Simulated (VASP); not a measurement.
# N (P2_12_12_1) in VASP: a series of runs

Runs on N. Level: PBEsol. Tasks: electric field gradients.

Everything below comes from runs of VASP 6.6.1. Logs are shortened: lines on timing, memory, paths and dates and some standing lists are left out, and cuts for length are marked.

## (1) The cell of the first run

Symmetry: P2_12_12_1, No. 19, orthorhombic system. The conventional cell has a = 5.649 Å, b = 5.705 Å, c = 5.705 Å, α = 90.00°, β = 90.00°, γ = 90.00°. Within 5.0 Å of N (site symmetry 1) lie 12 N at 3.79 to 4.30 Å.

## (2) Electric field gradients, PBEsol (equal xx and yy strain of +1 %)

INCAR reads:

```
SYSTEM = N
PREC = Accurate
ENCUT = 520
EDIFF = 1E-8
ISMEAR = -1
SIGMA = 0.02
LREAL = .FALSE.
LASPH = .TRUE.
NELM = 100
ALGO = Normal
ISIF = 2
LWAVE = .FALSE.
LCHARG = .FALSE.
GGA = PS
LEFG = .TRUE.
NBANDS = 18
```

KPOINTS reads:

```
regular mesh
0
G
  4 4 4
  0 0 0
```

POSCAR reads:

```
N
1.0
    5.7054900000      0.0000000000      0.0000000000
    0.0000000000      5.7054900000      0.0000000000
    0.0000000000      0.0000000000      5.6490000000
N
4
Direct
    0.0300000000      0.0300000000      0.0300000000
    0.4700000000      0.9700000000      0.5300000000
    0.5300000000      0.4700000000      0.9700000000
    0.9700000000      0.5300000000      0.4700000000
```

Potentials or basis: VASP PAW PBE potentials, release 64 (N).

Launch:

```console
cat potpaw_PBE.64/N/POTCAR > POTCAR
mpirun -np 1 vasp_std > vasp.out
```

OUTCAR:

```text
SYSTEM = N
   PREC = Accurate
   ENCUT = 520
   EDIFF = 1E-8
   ISMEAR = -1
   LREAL = .FALSE.
   LASPH = .TRUE.
   NELM = 100
   ISIF = 2
   GGA = PS

 ion  position               nearest neighbor table
   1  0.030  0.030  0.030-
   2  0.470  0.970  0.530-
   3  0.530  0.470  0.970-
   4  0.970  0.530  0.470-

  LATTYP: Found a simple tetragonal cell.
 ALAT       =     5.7054900000
 C/A-ratio  =     0.9900990099

  Lattice vectors:

 A1 = (   5.7054900000,   0.0000000000,   0.0000000000)
 A2 = (   0.0000000000,   5.7054900000,   0.0000000000)
 A3 = (   0.0000000000,   0.0000000000,   5.6490000000)

Analysis of symmetry for initial positions (statically):
=====================================================================
 Subroutine PRICEL returns:
 Original cell was already a primitive cell.

 Routine SETGRP: Setting up the symmetry group for a
 simple tetragonal supercell.

 Subroutine GETGRP returns: Found  4 space group operations
 (whereof  1 operations were pure point group operations)
 out of a pool of 16 trial point group operations.

The static configuration has the point symmetry C_1 .
 The point group associated with its full space group is D_2 .

Analysis of symmetry for dynamics (positions and initial velocities):
=====================================================================
 Subroutine PRICEL returns:
 Original cell was already a primitive cell.

 Routine SETGRP: Setting up the symmetry group for a
 simple tetragonal supercell.

 Subroutine GETGRP returns: Found  4 space group operations
 (whereof  1 operations were pure point group operations)
 out of a pool of 16 trial point group operations.

The dynamic configuration has the point symmetry C_1 .
 The point group associated with its full space group is D_2 .

 Subroutine INISYM returns: Found  4 space group operations
 (whereof  1 operations are pure point group operations),
 and found     1 'primitive' translations

----------------------------------------------------------------------------------------

                                     Primitive cell

  volume of cell :     183.8897

  direct lattice vectors                    reciprocal lattice vectors
     5.705490000  0.000000000  0.000000000     0.175269784  0.000000000  0.000000000
     0.000000000  5.705490000  0.000000000     0.000000000  0.175269784  0.000000000
     0.000000000  0.000000000  5.649000000     0.000000000  0.000000000  0.177022482

  length of vectors
     5.705490000  5.705490000  5.649000000     0.175269784  0.175269784  0.177022482

  position of ions in fractional coordinates (direct lattice)
     0.030000000  0.030000000  0.030000000
     0.470000000  0.970000000  0.530000000
     0.530000000  0.470000000  0.970000000
     0.970000000  0.530000000  0.470000000

  ion indices of the primitive-cell ions
   primitive index   ion index
                 1           1
                 2           2
                 3           3
                 4           4

----------------------------------------------------------------------------------------

 KPOINTS: regular mesh

Automatic generation of k-mesh.
 Grid dimensions read from file:
 generate k-points for:    4    4    4

 Generating k-lattice:

  Cartesian coordinates                     Fractional coordinates (reciprocal lattice)
     0.043817446  0.000000000  0.000000000     0.250000000  0.000000000  0.000000000
     0.000000000  0.043817446  0.000000000     0.000000000  0.250000000  0.000000000
     0.000000000  0.000000000  0.044255620     0.000000000  0.000000000  0.250000000

  Length of vectors
     0.043817446  0.043817446  0.044255620

  Shift w.r.t. Gamma in fractional coordinates (k-lattice)
     0.000000000  0.000000000  0.000000000

 Subroutine IBZKPT returns following result:
 ===========================================

 Found     27 irreducible k-points:

 Following reciprocal coordinates:
            Coordinates               Weight
  0.000000  0.000000  0.000000      1.000000
  0.250000  0.000000  0.000000      2.000000
  0.000000  0.250000  0.000000      2.000000
  0.500000  0.000000  0.000000      1.000000
  0.000000  0.500000  0.000000      1.000000
  0.250000  0.250000  0.000000      4.000000
[... 16 lines left out ...]
  0.000000  0.500000  0.500000      1.000000
  0.250000  0.250000  0.500000      4.000000
 [... further k-points ...]
   k-points           NKPTS =     27   k-points in BZ     NKDIM =     27   number of bands    NBANDS=     18
   number of dos      NEDOS =    301   number of ions     NIONS =      4
   total plane-waves  NPLWV =  74088
   dimension x,y,z NGX =    42 NGY =   42 NGZ =   42
   dimension x,y,z NGXF=    84 NGYF=   84 NGZF=   84
   ions per type =               4
   NGX,Y,Z   is equivalent  to a cutoff of  12.24, 12.24, 12.36 a.u.
   NGXF,Y,Z  is equivalent  to a cutoff of  24.48, 24.48, 24.72 a.u.
 SYSTEM =  N
   PREC   = accura    normal or accurate (medium, high low for compatibility)
   ISTART =      0    job   : 0-new  1-cont  2-samecut
   ICHARG =      2    charge: 1-file 2-atom 10-const
   ISPIN  =      1    spin polarized calculation?
   LNONCOLLINEAR =      F non collinear calculations
   LSORBIT =      F    spin-orbit coupling
   LASPH  =      T    aspherical Exc in radial PAW
   ENCUT  =  520.0 eV  38.22 Ry    6.18 a.u.  10.61 10.61 10.50*2*pi/ulx,y,z
   NELM   =    100;   NELMIN=  2; NELMDL= -5     # of ELM steps
   EDIFF  = 0.1E-07   stopping-criterion for ELM
   LREAL  =      F    real-space projection
   EDIFFG = 0.1E-06   stopping-criterion for IOM
   NSW    =      0    number of steps for IOM
   IBRION =     -1    ionic relax: 0-MD 1-quasi-New 2-CG
   NFREE  =      0    steps in history (QN), initial steepest desc. (CG)
   ISIF   =      2    stress and relaxation
   ISYM   =      2    0-nonsym 1-usesym 2-fastsym
   POTIM  = 0.5000    time-step for ionic-motion
   TEBEG  =    0.0;   TEEND  =   0.0 temperature during run
   PSTRESS=    0.0 pullay stress
   NELECT =      20.0000    total number of electrons
   NUPDOWN=      -1.0000    fix difference up-down
   EMIN   =  10.00;   EMAX   =-10.00  energy-range for DOS
   EFERMI =   0.00;   METHOD = LEGACY
   ISMEAR =    -1;   SIGMA  =   0.02  broadening in eV -4-tet -1-fermi 0-gaus
   EFERMI_NEDOS =   21; number of points for ismear=-14 and -15
   IALGO  =     38    algorithm
   IMIX   =      4    mixing-type and parameters
     AMIX     =   0.40;   BMIX     =  1.00
     AMIX_MAG =   1.60;   BMIX_MAG =  1.00
  volume/ion in A,a.u.               =      45.97       310.24
  Fermi-wavevector in a.u.,A,eV,Ry     =   0.781446  1.476719  8.308506  0.610658
  Thomas-Fermi vector in A             =   1.884965
   LORBIT       =      0    0 simple, 1 ext, 2 COOP (PROOUT), +10 PAW based schemes
   GGA     = PS    functional components
   LHFCALC =     F    Hartree Fock is set to
   AEXX    =    0.0000 exact exchange contribution
   IVDW    =     0    specifies the selected vdW correction
   LEPSILON=     F    determine dielectric tensor
   LRPA    =     F    only Hartree local field effects (RPA)
 non-spin polarized calculation
  energy-cutoff  :      520.00
  volume of cell :      183.89
 maximum number of plane-waves:      4982
   NGX = 21   NGY = 21   NGZ = 21

 number of electron      19.9999996 magnetization

 Free energy of the ion-electron system (eV)
  ---------------------------------------------------
  ext. energy  EPLUGINS =         0.00000000
  ---------------------------------------------------
  free energy    TOTEN  =        -2.46840835 eV

  energy without entropy =       -2.42819072  energy(sigma->0) =       -2.44829954

 E-fermi :  -5.4851     XC(G=0):  -5.0341

 val. band max:       -5.4868416736   @ k =   0.0000   0.5000   0.5000
 cond. band min:      -5.4847938738   @ k =   0.5000   0.5000   0.0000
 fundamental gap:      0.0020477998
 Fermi energy:        -5.4851279049

 k-point     1 :       0.0000    0.0000    0.0000
  band No.  band energies     occupation
      1     -17.1372      2.00000
      2     -16.9510      2.00000
      3     -16.9504      2.00000
      4     -16.9465      2.00000
      5      -5.9394      2.00000
      6      -5.9388      2.00000
[... 10 lines left out ...]
     17       0.8930      0.00000
     18       4.5534      0.00000
[... 466 lines left out ...]
      2     -17.0264      2.00000
      3     -16.9642      2.00000
      4     -16.9642      2.00000
      5      -5.9292      2.00000
      6      -5.9292      2.00000
[... 10 lines left out ...]
     17       2.8733      0.00000
     18       2.8733      0.00000

 [... further k-points ...]
[... 5 lines left out ...]
  --------------------------------------------------------------------------------------
  -------------------------------------------------------------------------------------
  Total       -4.4940556     -4.4924775     -4.5849885      0.0000000      0.0000000      0.0000000
  in kB      -39.1553901    -39.1416407    -39.9476615      0.0000000      0.0000000      0.0000000
  external PRESSURE =     -39.4148974 kB  Pullay stress =       0.0000000 kB

 VOLUME and BASIS-vectors are now :
 -----------------------------------------------------------------------------
  energy-cutoff  :      520.00
  volume of cell :      183.89
      direct lattice vectors                 reciprocal lattice vectors
     5.705490000  0.000000000  0.000000000     0.175269784  0.000000000  0.000000000
     0.000000000  5.705490000  0.000000000     0.000000000  0.175269784  0.000000000
     0.000000000  0.000000000  5.649000000     0.000000000  0.000000000  0.177022482

 POSITION                                       TOTAL-FORCE (eV/Angst)
 -----------------------------------------------------------------------------------
      0.17116      0.17116      0.16947         0.227455      0.204501      0.224536
      2.68158      5.53433      2.99397        -0.227455     -0.204501      0.224536
      3.02391      2.68158      5.47953         0.227455     -0.204501     -0.224536
      5.53433      3.02391      2.65503        -0.227455      0.204501     -0.224536
 -----------------------------------------------------------------------------------
    total drift:                                0.000000      0.000000     -0.000000

  FREE ENERGIE OF THE ION-ELECTRON SYSTEM (eV)
  ---------------------------------------------------
  free  energy   TOTEN  =        -2.4684083545 eV

  energy  without entropy=       -2.4281907198  energy(sigma->0) =       -2.44829954

 Electric field gradients (V/A^2)
---------------------------------------------------------------------
 ion       V_xx      V_yy      V_zz      V_xy      V_xz      V_yz
---------------------------------------------------------------------
   1      -0.064     0.073    -0.008    -2.981    -2.860    -2.976
   2      -0.064     0.073    -0.008    -2.981     2.860     2.976
   3      -0.064     0.073    -0.008     2.981     2.860    -2.976
   4      -0.064     0.073    -0.008     2.981    -2.860     2.976
---------------------------------------------------------------------

 Electric field gradients after diagonalization (V/A^2)
 (convention: |V_zz| > |V_xx| > |V_yy|)
----------------------------------------------------------------------
 ion       V_xx      V_yy      V_zz     asymmetry (V_yy - V_xx)/ V_zz
----------------------------------------------------------------------
   1       3.055     2.823    -5.877       0.039
   2       3.055     2.823    -5.877       0.039
   3       3.055     2.823    -5.877       0.039
   4       3.055     2.823    -5.877       0.039
----------------------------------------------------------------------

           NMR quadrupolar parameters

 Cq : quadrupolar parameter    Cq=e*Q*V_zz/h
 eta: asymmetry parameters     (V_yy - V_xx)/ V_zz
 Q  : nuclear electric quadrupole moment in mb (millibarn)
----------------------------------------------------------------------
 ion       Cq(MHz)       eta       Q (mb)
----------------------------------------------------------------------
   1      -0.014       0.039       1.000
   2      -0.014       0.039       1.000
   3      -0.014       0.039       1.000
   4      -0.014       0.039       1.000
----------------------------------------------------------------------
```

Wall time 2 min (1 thread of Oxide Virtual Turin-like, shared host); peak memory 0.24 GiB.

Results:

```
Free energy            : -2.4684 eV
Pressure               : -3.9 GPa
Largest force          : 0.379 eV/Å
Band gap on the k mesh : zero (band 10 reaches -5.34 eV, above the bottom of band 11 at -5.49 eV)
```

Forces in eV/Å, atoms in the order of the input:
```
N    0.227  0.205  0.225
N   -0.227 -0.205  0.225
N    0.227 -0.205 -0.225
N   -0.227  0.205 -0.225
```

Levels at points of the mesh, in eV from the Fermi level:
```csv
k point,band 8,band 9,band 10,band 11,band 12,band 13
"(0.00, 0.00, 0.00)",-0.03,-0.03,-0.02,0.01,0.01,0.06
"(0.50, 0.00, 0.00)",-0.25,-0.16,-0.16,0.02,0.02,0.13
"(0.00, 0.50, 0.00)",-0.25,-0.16,-0.16,0.02,0.02,0.14
"(0.50, 0.50, 0.00)",-0.30,-0.14,-0.14,0.00,0.00,0.17
"(0.00, 0.00, 0.50)",-0.25,-0.16,-0.16,0.02,0.02,0.13
"(0.50, 0.00, 0.50)",-0.31,-0.14,-0.14,0.00,0.00,0.17
"(0.00, 0.50, 0.50)",-0.31,-0.14,-0.14,0.00,0.00,0.17
"(0.50, 0.50, 0.50)",-0.54,0.15,0.15,0.15,0.15,0.17
```

Electric field gradients, principal values (V/Å²):
```
atom  least  middle  greatest (by size)
 1 N  2.823   3.055              -5.877
 2 N  2.823   3.055              -5.877
 3 N  2.823   3.055              -5.877
 4 N  2.823   3.055              -5.877
```

Caveat: the cell differs from its parent crystal (equal xx and yy strain of +1 %); without QUAD_EFG the Cq values of the log hold for a quadrupole moment of 1 mb, not for the nuclei; the PAW data sets were made with another functional, which shifts forces and pressure a little.

(Continued in part 2 of 2.)
